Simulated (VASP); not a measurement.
Si, 2 atoms in the cell. Symmetry: Imma, No. 74, orthorhombic system. The conventional cell has a = 3.823 Å, b = 3.881 Å, c = 5.488 Å, α = 90.00°, β = 90.00°, γ = 90.00°. Within 3.1 Å of Si (site symmetry mm2) lie 4 Si at 2.36 to 2.37 Å.  This cell differs from its parent crystal: strained cell.

- Program: VASP 6.6.1
- Task: single point
- Functional: PBEsol
- Potentials or basis: VASP PAW PBE potentials, release 64 (Si)
- Cutoff: 520 eV
- k mesh: 10 × 10 × 10
- Occupations: gaussian, width 0.02 eV
- Spin: no spin polarisation
- Dipole correction: no
- Further INCAR settings: ALGO = Normal; EDIFF = 1e-06; NBANDS = 11

Potentials or basis: VASP PAW PBE potentials, release 64 (Si).

Launch:

```bash
$ cat potpaw_PBE.64/Si/POTCAR > POTCAR
$ mpirun -np 1 vasp_std > vasp.out
```

Hardware: 1 thread of Intel(R) Xeon(R) Platinum 8259CL CPU @ 2.50GHz (Skylake/Cascade Lake) (shared host).

Question: How long does it take, and how much memory?

Answer: It took 60 s on 1 thread of Intel(R) Xeon(R) Platinum 8259CL CPU @ 2.50GHz (Skylake/Cascade Lake) (shared host), peak memory 0.19 GiB. Counts: scf iterations 11, k points 171.
